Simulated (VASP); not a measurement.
# Ta5Si (P6/mmm) in VASP: a series of runs

The runs below take Ta5Si through single point, with PBE.

Program: VASP 6.6.1. These are calculated values, not measurements. Logs are shortened: lines on timing, memory, paths and dates and some standing lists are left out, and cuts for length are marked.

### Step 1. The cell of the first run

Symmetry: P6/mmm, No. 191, hexagonal system. Conventional cell: a = 3.622 Å, b = 3.622 Å, c = 9.387 Å, α = 90.00°, β = 90.00°, γ = 120.00°. Within 2.8 Å of Ta (site symmetry 3m) lie 3 Ta at 2.09 Å and 3 Si at 2.73 Å. Within 4.7 Å of Ta (site symmetry 6/mmm) lie 18 Ta at 3.61 to 3.62 Å and 2 Si at 4.69 Å. Si (site symmetry 6/mmm) has 12 Ta at 2.73 Å and 6 Si at 3.62 Å within 3.7 Å.

The cell was built from a structure type or drawn by symmetry, and may not be a known phase.

### Step 2. Single point, PBE

File INCAR:

```
PREC     = Accurate       # precision mode
ENCUT    = 520            # plane-wave cutoff, eV
EDIFF    = 1E-7           # SCF threshold, eV
ISMEAR   = 0              # smearing method
SIGMA    = 0.1            # smearing width, eV
LREAL    = False          # projectors in reciprocal space
LASPH    = True           # aspherical terms in the spheres
NELM     = 80             # most SCF steps
ALGO     = Normal         # electronic algorithm
ISIF     = 2              # what is computed and relaxed
LWAVE    = False          # write WAVECAR
LCHARG   = True           # write CHGCAR
GGA      = PE             # functional
LELF     = True           # ELF
LVHAR    = True         
NBANDS   = 38             # bands
```

File KPOINTS:

```
regular mesh
0
Gamma
  6 6 2
```

File POSCAR:

```
Ta5Si
1.0
    3.6215747400      0.0000000000      0.0000000000
   -1.8107873700      3.1363757300      0.0000000000
    0.0000000000      0.0000000000      9.3866854200
Ta Si
5 1
Direct
    0.3333333300      0.6666666700      0.1862248900
    0.3333333300      0.6666666700      0.8137751100
    0.6666666700      0.3333333300      0.8137751100
    0.6666666700      0.3333333300      0.1862248900
    0.0000000000      0.0000000000      0.5000000000
    0.0000000000      0.0000000000      0.0000000000
```

Potentials or basis: VASP PAW PBE potentials, release 64 (Ta_pv, Si).

Run with:

```bash
$ cat potpaw_PBE.64/Ta_pv/POTCAR potpaw_PBE.64/Si/POTCAR > POTCAR
$ mpirun -np 1 vasp_std > vasp.out
```

OUTCAR:

```text
PREC = Accurate
   ENCUT = 520
   EDIFF = 1E-7
   ISMEAR = 0
   LREAL = False
   LASPH = True
   NELM = 80
   ISIF = 2
   GGA = PE

 ion  position               nearest neighbor table
   1  0.333  0.667  0.186-   4 2.09   4 2.09   4 2.09   6 2.73   6 2.73   6 2.73   2 3.50
   2  0.333  0.667  0.814-   3 2.09   3 2.09   3 2.09   6 2.73   6 2.73   6 2.73   1 3.50
   3  0.667  0.333  0.814-   2 2.09   2 2.09   2 2.09   6 2.73   6 2.73   6 2.73   4 3.50
   4  0.667  0.333  0.186-   1 2.09   1 2.09   1 2.09   6 2.73   6 2.73   6 2.73   3 3.50
   5  0.000  0.000  0.500-
   6  0.000  0.000  0.000-   1 2.73   2 2.73   3 2.73   4 2.73   3 2.73   4 2.73   1 2.73   2 2.73
                             3 2.73   4 2.73   1 2.73   2 2.73

  LATTYP: Found a hexagonal cell.
 ALAT       =     3.6215747400
 C/A-ratio  =     2.5918795259

  Lattice vectors:

 A1 = (   3.6215747400,   0.0000000000,   0.0000000000)
 A2 = (  -1.8107873700,   3.1363757300,   0.0000000000)
 A3 = (   0.0000000000,   0.0000000000,   9.3866854200)

Analysis of symmetry for initial positions (statically):
=====================================================================
 Subroutine PRICEL returns:
 Original cell was already a primitive cell.

 Routine SETGRP: Setting up the symmetry group for a
 hexagonal supercell.

 Subroutine GETGRP returns: Found 24 space group operations
 (whereof 24 operations were pure point group operations)
 out of a pool of 24 trial point group operations.

The static configuration has the point symmetry D_6h.

Analysis of symmetry for dynamics (positions and initial velocities):
=====================================================================
 Subroutine PRICEL returns:
 Original cell was already a primitive cell.

 Routine SETGRP: Setting up the symmetry group for a
 hexagonal supercell.

 Subroutine GETGRP returns: Found 24 space group operations
 (whereof 24 operations were pure point group operations)
 out of a pool of 24 trial point group operations.

The dynamic configuration has the point symmetry D_6h.

 Subroutine INISYM returns: Found 24 space group operations
 (whereof 24 operations are pure point group operations),
 and found     1 'primitive' translations

----------------------------------------------------------------------------------------

                                     Primitive cell

  volume of cell :     106.6198
[... 87 lines left out ...]
   LREAL  =      F    real-space projection
   EDIFFG = 0.1E-05   stopping-criterion for IOM
   NSW    =      0    number of steps for IOM
   IBRION =     -1    ionic relax: 0-MD 1-quasi-New 2-CG
   NFREE  =      0    steps in history (QN), initial steepest desc. (CG)
   ISIF   =      2    stress and relaxation
   ISYM   =      2    0-nonsym 1-usesym 2-fastsym
   POTIM  = 0.5000    time-step for ionic-motion
   TEBEG  =    0.0;   TEEND  =   0.0 temperature during run
   PSTRESS=    0.0 pullay stress
   NELECT =      59.0000    total number of electrons
   NUPDOWN=      -1.0000    fix difference up-down
   EMIN   =  10.00;   EMAX   =-10.00  energy-range for DOS
   EFERMI =   0.00;   METHOD = LEGACY
   ISMEAR =     0;   SIGMA  =   0.10  broadening in eV -4-tet -1-fermi 0-gaus
   EFERMI_NEDOS =   21; number of points for ismear=-14 and -15
   IALGO  =     38    algorithm
   IMIX   =      4    mixing-type and parameters
     AMIX     =   0.40;   BMIX     =  1.00
     AMIX_MAG =   1.60;   BMIX_MAG =  1.00
  volume/ion in A,a.u.               =      17.77       119.92
  Fermi-wavevector in a.u.,A,eV,Ry     =   1.344042  2.539871 24.578236  1.806449
  Thomas-Fermi vector in A             =   2.472068
   LORBIT       =      0    0 simple, 1 ext, 2 COOP (PROOUT), +10 PAW based schemes
   GGA     = PE    functional components
   LHFCALC =     F    Hartree Fock is set to
   AEXX    =    0.0000 exact exchange contribution
   IVDW    =     0    specifies the selected vdW correction
   LEPSILON=     F    determine dielectric tensor
   LRPA    =     F    only Hartree local field effects (RPA)
 non-spin polarized calculation
 Gauss-broadening in eV      SIGMA  =   0.10
  energy-cutoff  :      520.00
  volume of cell :      106.62
 maximum number of plane-waves:      2902
 NGX is ok and might be reduce to    28

 number of electron      59.0000000 magnetization

 Free energy of the ion-electron system (eV)
  ---------------------------------------------------
  ext. energy  EPLUGINS =         0.00000000
  ---------------------------------------------------
  free energy    TOTEN  =       -41.94914838 eV

  energy without entropy =      -41.93702325  energy(sigma->0) =      -41.94308582

 E-fermi :   5.9516     XC(G=0): -11.9537

 val. band max:        5.9040966897   @ k =   0.1667  -0.0000   0.0000
 cond. band min:       6.0349540044   @ k =   0.3333   0.1667   0.0000
 fundamental gap:      0.1308573148
 Fermi energy:         5.9515917697

 k-point     1 :       0.0000    0.0000    0.0000
  band No.  band energies     occupation
      1     -30.9791      2.00000
      2     -30.9791      2.00000
      3     -30.9725      2.00000
      4     -30.9725      2.00000
      5     -29.6252      2.00000
      6     -29.5423      2.00000
[... 563 lines left out ...]
     37       8.2114      0.00000
     38       8.3555      0.00000

------------------------ aborting loop because EDIFF is reached ----------------------------------------

  FORCE on cell =-STRESS in cart. coord.  units (eV):
  Direction    XX          YY          ZZ          XY          YZ          ZX
  --------------------------------------------------------------------------------------
  -------------------------------------------------------------------------------------
  Total       74.6912232     74.6912234    -18.3579290      0.0000000      0.0000000      0.0000000
  in kB     1122.3862926   1122.3862951   -275.8649135      0.0000000      0.0000000      0.0000000
  external PRESSURE =     656.3025581 kB  Pullay stress =       0.0000000 kB

 VOLUME and BASIS-vectors are now :
 -----------------------------------------------------------------------------
  energy-cutoff  :      520.00
  volume of cell :      106.62
      direct lattice vectors                 reciprocal lattice vectors
     3.621574740  0.000000000  0.000000000     0.276122977  0.159419675  0.000000000
    -1.810787370  3.136375730  0.000000000     0.000000000  0.318839350  0.000000000
     0.000000000  0.000000000  9.386685420     0.000000000  0.000000000  0.106533878

 POSITION                                       TOTAL-FORCE (eV/Angst)
 -----------------------------------------------------------------------------------
     -0.00000      2.09092      1.74803        -0.000000      0.000000      0.802189
     -0.00000      2.09092      7.63865         0.000000     -0.000000     -0.802189
      1.81079      1.04546      7.63865        -0.000000      0.000000     -0.802189
      1.81079      1.04546      1.74803        -0.000000     -0.000000      0.802189
      0.00000      0.00000      4.69334        -0.000000     -0.000000      0.000000
      0.00000      0.00000      0.00000        -0.000000     -0.000000      0.000000
 -----------------------------------------------------------------------------------
    total drift:                                0.000000      0.000000      0.000000

  FREE ENERGIE OF THE ION-ELECTRON SYSTEM (eV)
  ---------------------------------------------------
  free  energy   TOTEN  =       -41.9491483805 eV

  energy  without entropy=      -41.9370232535  energy(sigma->0) =      -41.94308582
```

Run time: 1.7 min. Hardware: 1 thread of Intel Xeon 8259CL, shared host; peak memory 0.24 GiB.

Results:

- Free energy: -41.9491 eV
- Pressure: 65.6 GPa
- Largest force: 0.802 eV/Å
- Band gap on the k mesh: zero (an odd number of electrons rules out a gap without spin polarisation)

Forces on the atoms (eV/Å):
```
Ta   0.000  0.000  0.802
Ta   0.000  0.000 -0.802
Ta   0.000  0.000 -0.802
Ta   0.000  0.000  0.802
Ta   0.000  0.000  0.000
Si   0.000  0.000  0.000
```

Levels at points of the mesh, in eV from the Fermi level:
| k point | band 28 | band 29 | band 30 | band 31 | band 32 | band 33 |
| --- | --- | --- | --- | --- | --- | --- |
| (0.00, 0.00, 0.00) | 0.17 | 0.17 | 0.41 | 0.41 | 0.98 | 1.33 |
| (0.50, 0.00, 0.00) | -0.74 | 0.31 | 0.45 | 0.62 | 0.86 | 1.24 |
| (0.00, 0.00, 0.50) | 0.29 | 0.29 | 0.36 | 0.50 | 0.50 | 0.94 |
| (0.50, 0.00, 0.50) | -1.27 | 0.09 | 0.31 | 0.41 | 0.87 | 0.99 |

Caveat: atoms lie so close that the PAW spheres overlap strongly, which falsifies energies and pressures; the cell stands under pressure; spin-orbit coupling is left out, which moves the levels of the heavy elements.

### Step 3. Single point, PBE

This run uses another cell than the first one, of the same volume but with other edges.

File INCAR:

```
ALGO = Normal ; EDIFF = 1E-7
ENCUT = 520 ; GGA = PE
ISIF = 2 ; ISMEAR = 0
LASPH = True ; LCHARG = False
LREAL = False ; LWAVE = False
NBANDS = 38 ; NELM = 80
PREC = Accurate ; SIGMA = 0.1
```

File KPOINTS:

```
k-points
0
Gamma
  6 6 2
```

File POSCAR:

```
Ta5Si
1.0
    4.7272711147      0.0000000000      0.0000000000
   -2.3636355574      4.0939368759      0.0000000000
    0.0000000000      0.0000000000      5.5034961648
Ta Si
5 1
Direct
    0.3333333333      0.6666666667      0.2572450869
    0.3333333333      0.6666666667      0.7427549131
    0.6666666667      0.3333333333      0.7427549131
    0.6666666667      0.3333333333      0.2572450869
    0.0000000000      0.0000000000      0.5000000000
    0.0000000000      0.0000000000      0.0000000000
```

Potentials or basis: VASP PAW PBE potentials, release 64 (Ta_pv, Si).

Run with:

```bash
$ cat potpaw_PBE.64/Ta_pv/POTCAR potpaw_PBE.64/Si/POTCAR > POTCAR
$ mpirun -np 1 vasp_std > vasp.out
```

Wall time 1.8 min (1 thread of Intel Xeon 8259CL, shared host); peak memory 0.24 GiB.

The run converged. Its results:

```yaml
Free_energy: -63.2813 eV
Pressure: 0.2 GPa
Band_gap_on_the_k_mesh: zero (an odd number of electrons rules out a gap without spin polarisation)
```

Forces in eV/Å, atoms in the order of the input:
```
Ta   0.000  0.000 -0.002
Ta   0.000  0.000  0.002
Ta   0.000  0.000  0.002
Ta   0.000  0.000 -0.002
Ta   0.000  0.000  0.000
Si   0.000  0.000  0.000
```

Levels at points of the mesh, in eV from the Fermi level:
```
           k point  band 28  band 29  band 30  band 31  band 32  band 33
(0.00, 0.00, 0.00)    -1.03    -0.54    -0.54     0.94     0.98     0.98
(0.50, 0.00, 0.00)    -1.11    -1.01    -0.82     0.83     0.97     1.23
(0.00, 0.00, 0.50)    -0.38     0.27     0.27     0.48     0.61     0.61
(0.50, 0.00, 0.50)    -1.01    -0.81    -0.06     0.32     0.77     1.23
```

Caveat: the k points lie up to 0.57 Å⁻¹ apart, too coarse for converged energies and pressures of a metal; spin-orbit coupling is left out, which moves the levels of the heavy elements.
